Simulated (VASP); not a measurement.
# W (Pm-3m) in VASP: notebook

W is run at these levels: PBE; tasks: single point.

All numbers are computed with VASP 6.6.1; they aren't measurements. Logs are shortened: lines on timing, memory, paths and dates and some standing lists are left out, and cuts for length are marked.

### Step 1. The cell of the first run

Symmetry: Pm-3m, No. 221, cubic system. The conventional cell has a = 2.627 Å, b = 2.627 Å, c = 2.627 Å, α = 90.00°, β = 90.00°, γ = 90.00°. W (site symmetry m-3m) has 6 W at 2.63 Å within 3.5 Å.

This isn't the form of W at room conditions, which is bcc.

### Step 2. Single point, PBE

INCAR

```
  PREC = Accurate
  ENCUT = 520
  EDIFF = 1E-6
  ISMEAR = -1
  SIGMA = 0.05
  LREAL = F
  LASPH = T
  NELM = 60
  ALGO = Normal
  ISIF = 2
  LWAVE = F
  LCHARG = F
  GGA = PE
  NBANDS = 13
```

KPOINTS

```
Automatic mesh
0
Gamma
  18 18 18
```

POSCAR

```
W
1.0
    2.6268689644      0.0000000000      0.0000000000
    0.0000000000      2.6268689644      0.0000000000
    0.0000000000      0.0000000000      2.6268689644
W
1
Direct
    0.0000000000      0.0000000000      0.0000000000
```

Potentials or basis: VASP PAW PBE potentials, release 64 (W_sv).

Launch:

```bash
$ cat potpaw_PBE.64/W_sv/POTCAR > POTCAR
$ mpirun -np 1 vasp_std > vasp.out
```

OUTCAR:

```text
PREC = Accurate
   ENCUT = 520
   EDIFF = 1E-6
   ISMEAR = -1
   LREAL = F
   LASPH = T
   NELM = 60
   ISIF = 2
   GGA = PE

 ion  position               nearest neighbor table
   1  0.000  0.000  0.000-

  LATTYP: Found a simple cubic cell.
 ALAT       =     2.6268689644

  Lattice vectors:

 A1 = (   2.6268689644,   0.0000000000,   0.0000000000)
 A2 = (   0.0000000000,   2.6268689644,   0.0000000000)
 A3 = (   0.0000000000,   0.0000000000,   2.6268689644)

Analysis of symmetry for initial positions (statically):
=====================================================================
 Subroutine PRICEL returns:
 Original cell was already a primitive cell.

 Routine SETGRP: Setting up the symmetry group for a
 simple cubic supercell.

 Subroutine GETGRP returns: Found 48 space group operations
 (whereof 48 operations were pure point group operations)
 out of a pool of 48 trial point group operations.

The static configuration has the point symmetry O_h .

Analysis of symmetry for dynamics (positions and initial velocities):
=====================================================================
 Subroutine PRICEL returns:
 Original cell was already a primitive cell.

 Routine SETGRP: Setting up the symmetry group for a
 simple cubic supercell.

 Subroutine GETGRP returns: Found 48 space group operations
 (whereof 48 operations were pure point group operations)
 out of a pool of 48 trial point group operations.

The dynamic configuration has the point symmetry O_h .

 Subroutine INISYM returns: Found 48 space group operations
 (whereof 48 operations are pure point group operations),
 and found     1 'primitive' translations

----------------------------------------------------------------------------------------

                                     Primitive cell

  volume of cell :      18.1266

  direct lattice vectors                    reciprocal lattice vectors
     2.626868964  0.000000000  0.000000000     0.380681341  0.000000000  0.000000000
     0.000000000  2.626868964  0.000000000     0.000000000  0.380681341  0.000000000
     0.000000000  0.000000000  2.626868964     0.000000000  0.000000000  0.380681341

  length of vectors
     2.626868964  2.626868964  2.626868964     0.380681341  0.380681341  0.380681341

  position of ions in fractional coordinates (direct lattice)
     0.000000000  0.000000000  0.000000000

  ion indices of the primitive-cell ions
   primitive index   ion index
                 1           1

----------------------------------------------------------------------------------------
[... 80 lines left out ...]
   PSTRESS=    0.0 pullay stress
   NELECT =      14.0000    total number of electrons
   NUPDOWN=      -1.0000    fix difference up-down
   EMIN   =  10.00;   EMAX   =-10.00  energy-range for DOS
   EFERMI =   0.00;   METHOD = LEGACY
   ISMEAR =    -1;   SIGMA  =   0.05  broadening in eV -4-tet -1-fermi 0-gaus
   EFERMI_NEDOS =   21; number of points for ismear=-14 and -15
   IALGO  =     38    algorithm
   IMIX   =      4    mixing-type and parameters
     AMIX     =   0.40;   BMIX     =  1.00
     AMIX_MAG =   1.60;   BMIX_MAG =  1.00
  volume/ion in A,a.u.               =      18.13       122.32
  Fermi-wavevector in a.u.,A,eV,Ry     =   1.502032  2.838428 30.696094  2.256099
  Thomas-Fermi vector in A             =   2.613325
   LORBIT       =      0    0 simple, 1 ext, 2 COOP (PROOUT), +10 PAW based schemes
   GGA     = PE    functional components
   LHFCALC =     F    Hartree Fock is set to
   AEXX    =    0.0000 exact exchange contribution
   IVDW    =     0    specifies the selected vdW correction
   LEPSILON=     F    determine dielectric tensor
   LRPA    =     F    only Hartree local field effects (RPA)
 non-spin polarized calculation
  energy-cutoff  :      520.00
  volume of cell :       18.13
 maximum number of plane-waves:       500
 NGX is ok and might be reduce to    20
   NGX =  9   NGY =  9   NGZ =  9

 number of electron      14.0000002 magnetization

 Free energy of the ion-electron system (eV)
  ---------------------------------------------------
  ext. energy  EPLUGINS =         0.00000000
  ---------------------------------------------------
  free energy    TOTEN  =       -11.49792486 eV

  energy without entropy =      -11.48706559  energy(sigma->0) =      -11.49249523

 E-fermi :   9.4961     XC(G=0): -12.7488

 val. band max:        9.4551429751   @ k =   0.5000   0.2778   0.0000
 cond. band min:       9.4991111085   @ k =   0.3889   0.3333   0.1667
 fundamental gap:      0.0439681334
 Fermi energy:         9.4960860908

 k-point     1 :       0.0000    0.0000    0.0000
  band No.  band energies     occupation
      1     -64.6035      2.00000
      2     -28.2000      2.00000
      3     -28.2000      2.00000
      4     -28.2000      2.00000
      5       0.8776      2.00000
      6       5.1180      2.00000
      7       5.1180      2.00000
      8      14.2606      0.00000
      9      14.2606      0.00000
     10      14.2606      0.00000
     11      24.2346      0.00000
     12      24.2346      0.00000
     13      24.2346      0.00000
[... 354 lines left out ...]
  band No.  band energies     occupation
      1     -64.5171      2.00000
      2     -29.1802      2.00000
      3     -28.2694      2.00000
      4     -28.0981      2.00000
      5       3.7739      2.00000
      6       6.1795      2.00000
      7       7.9323      2.00000
      8      10.9330      0.00000
      9      11.2432      0.00000
     10      14.0120      0.00000
     11      18.8456      0.00000
     12      25.2031      0.00000
     13      26.5958      0.00000

 [... further k-points ...]

------------------------ aborting loop because EDIFF is reached ----------------------------------------

  FORCE on cell =-STRESS in cart. coord.  units (eV):
  Direction    XX          YY          ZZ          XY          YZ          ZX
  --------------------------------------------------------------------------------------
  -------------------------------------------------------------------------------------
  Total        0.4432354      0.4432354      0.4432354      0.0000000      0.0000000      0.0000000
  in kB       39.1768788     39.1768788     39.1768788      0.0000000      0.0000000      0.0000000
  external PRESSURE =      39.1768788 kB  Pullay stress =       0.0000000 kB

 VOLUME and BASIS-vectors are now :
 -----------------------------------------------------------------------------
  energy-cutoff  :      520.00
  volume of cell :       18.13
      direct lattice vectors                 reciprocal lattice vectors
     2.626868964  0.000000000  0.000000000     0.380681341  0.000000000  0.000000000
     0.000000000  2.626868964  0.000000000     0.000000000  0.380681341  0.000000000
     0.000000000  0.000000000  2.626868964     0.000000000  0.000000000  0.380681341

 POSITION                                       TOTAL-FORCE (eV/Angst)
 -----------------------------------------------------------------------------------
      0.00000      0.00000      0.00000         0.000000      0.000000      0.000000
 -----------------------------------------------------------------------------------
    total drift:                               -0.000000      0.000000     -0.000000

  FREE ENERGIE OF THE ION-ELECTRON SYSTEM (eV)
  ---------------------------------------------------
  free  energy   TOTEN  =       -11.4979248635 eV

  energy  without entropy=      -11.4870655889  energy(sigma->0) =      -11.49249523
```

stdout:

```text
POSCAR found type information on POSCAR W
 POSCAR found :  1 types and       1 ions
 scaLAPACK will be used
 LDA part: xc-table for (Slater+PW92), standard interpolation
 POSCAR, INCAR and KPOINTS ok, starting setup
 FFT: planning ... GRIDC
 FFT: planning ... GRID_SOFT
 FFT: planning ... GRID
 WAVECAR not read
 entering main loop
```

Wall time 16 s (1 thread of AMD EPYC 9R45 (Zen 5), shared host); peak memory 0.13 GiB.

Results:

| Property | Result |
| --- | --- |
| Free energy | -11.4979 eV |
| Pressure | 3.9 GPa |
| Band gap on the k mesh | zero (bands 7 and 8 overlap by 2.86 eV) |

Caveat: the cell stands under pressure; spin-orbit coupling is left out, which moves the levels of the heavy elements.

### Step 3. Single point, PBE

This run uses another cell than the first one, of 18.40 Å³/atom.

INCAR

```
SYSTEM = W
PREC     = Accurate       ! precision mode
ENCUT    = 520            ! plane-wave cutoff, eV
EDIFF    = 1E-6           ! SCF threshold, eV
ISMEAR   = -1             ! smearing method
SIGMA    = 0.05           ! smearing width, eV
LREAL    = .False.        ! projectors in reciprocal space
LASPH    = .True.         ! aspherical terms in the spheres
NELM     = 100            ! most SCF steps
ALGO     = Normal         ! electronic algorithm
ISIF     = 2              ! what is computed and relaxed
LWAVE    = .False.        ! write WAVECAR
LCHARG   = .False.        ! write CHGCAR
GGA      = PE             ! functional
NBANDS   = 13             ! bands
```

KPOINTS

```
regular mesh
0
Gamma
  18 18 18
  0 0 0
```

POSCAR

```
W
1.0
    2.6401868780      0.0000000000      0.0000000000
    0.0000000000      2.6401868780      0.0000000000
    0.0000000000      0.0000000000      2.6401868780
W
1
Direct
    0.0000000000      0.0000000000      0.0000000000
```

Potentials or basis: VASP PAW PBE potentials, release 64 (W_sv).

Launch:

```bash
$ cat potpaw_PBE.64/W_sv/POTCAR > POTCAR
$ mpirun -np 1 vasp_std > vasp.out
```

It took 16 s on 1 thread of AMD EPYC 9R45 (Zen 5), shared host; peak memory 0.13 GiB.

Results (log left out):

```
Free energy            : -11.5019 eV
Pressure               : 0.6 GPa
Band gap on the k mesh : zero (bands 7 and 8 overlap by 2.79 eV)
```

Levels at points of the mesh, in eV from the Fermi level:
| k point | band 4 | band 5 | band 6 | band 7 | band 8 | band 9 | band 10 | band 11 |
| --- | --- | --- | --- | --- | --- | --- | --- | --- |
| (0.00, 0.00, 0.00) | -37.73 | -8.54 | -4.29 | -4.29 | 4.67 | 4.67 | 4.67 | 14.61 |
| (0.50, 0.00, 0.00) | -37.61 | -5.06 | -3.33 | -0.75 | 0.93 | 0.93 | 5.07 | 9.12 |
| (0.50, 0.50, 0.00) | -37.51 | -5.48 | -2.89 | 1.69 | 1.69 | 4.71 | 4.71 | 7.30 |
| (0.50, 0.50, 0.50) | -38.65 | -3.84 | -3.84 | -3.84 | 7.36 | 7.57 | 7.57 | 11.44 |

Caveat: spin-orbit coupling is left out, which moves the levels of the heavy elements.

### Step 4. Single point, PBE

This run uses another cell than the first one, of 18.31 Å³/atom.

INCAR

```
PREC     = Accurate       # precision mode
ENCUT    = 520            # plane-wave cutoff, eV
EDIFF    = 1E-6           # SCF threshold, eV
ISMEAR   = -1             # smearing method
SIGMA    = 0.05           # smearing width, eV
LREAL    = False          # projectors in reciprocal space
LASPH    = True           # aspherical terms in the spheres
NELM     = 80             # most SCF steps
ALGO     = Normal         # electronic algorithm
ISIF     = 2              # what is computed and relaxed
LWAVE    = False          # write WAVECAR
LCHARG   = False          # write CHGCAR
GGA      = PE             # functional
NBANDS   = 13             # bands
```

KPOINTS

```
regular mesh
0
Gamma
  18 18 18
```

POSCAR

```
W
1.0
    2.6356840270      0.0000000000      0.0000000000
    0.0000000000      2.6356840270      0.0000000000
    0.0000000000      0.0000000000      2.6356840270
W
1
Direct
    0.0000000000      0.0000000000      0.0000000000
```

Launch:

```bash
$ cat potpaw_PBE.64/W_sv/POTCAR > POTCAR
$ mpirun -np 1 vasp_std > vasp.out
```

Run time: 16 s. Hardware: 1 thread of AMD EPYC 9R45 (Zen 5), shared host; peak memory 0.13 GiB.

It converged, with:

| Property | Result |
| --- | --- |
| Free energy | -11.5012 eV |
| Pressure | 1.7 GPa |
| Band gap on the k mesh | zero (bands 7 and 8 overlap by 2.82 eV) |

Levels at points of the mesh, in eV from the Fermi level:
```tsv
k point	band 3	band 4	band 5	band 6	band 7	band 8	band 9	band 10	band 11	band 12
(0.00, 0.00, 0.00)	-37.72	-37.72	-8.56	-4.32	-4.32	4.70	4.70	4.70	14.65	14.65
(0.50, 0.00, 0.00)	-37.60	-37.60	-5.07	-3.35	-0.75	0.93	0.93	5.10	9.18	13.85
(0.50, 0.50, 0.00)	-38.81	-37.49	-5.52	-2.90	1.70	1.70	4.73	4.73	7.35	14.10
(0.50, 0.50, 0.50)	-38.66	-38.66	-3.87	-3.87	-3.87	7.34	7.63	7.63	11.51	11.51
```

Caveat: spin-orbit coupling is left out, which moves the levels of the heavy elements.

### Step 5. Overview

| cell | gap on the mesh (eV) | pressure (GPa) |
| --- | --- | --- |
| a = 2.627 Å, 1 atom | none | 3.9 |
| a = 2.640 Å, 1 atom | none | 0.6 |
| a = 2.636 Å, 1 atom | none | 1.7 |

Alike in all rows: task single point; level PBE; potentials or basis VASP PAW PBE potentials, release 64 (W_sv); no spin polarisation; k mesh 18 × 18 × 18; cutoff (eV) 520; smearing fermi-dirac 0.05 eV.

Caveats: spin-orbit coupling is left out, which moves the levels of the heavy elements; the cell stands under pressure (at least some runs).

Total energies depend on the potentials used, so only differences within one code and one set of settings carry meaning.

The gap in the log of VASP goes by the Fermi energy; the results here count the filled bands.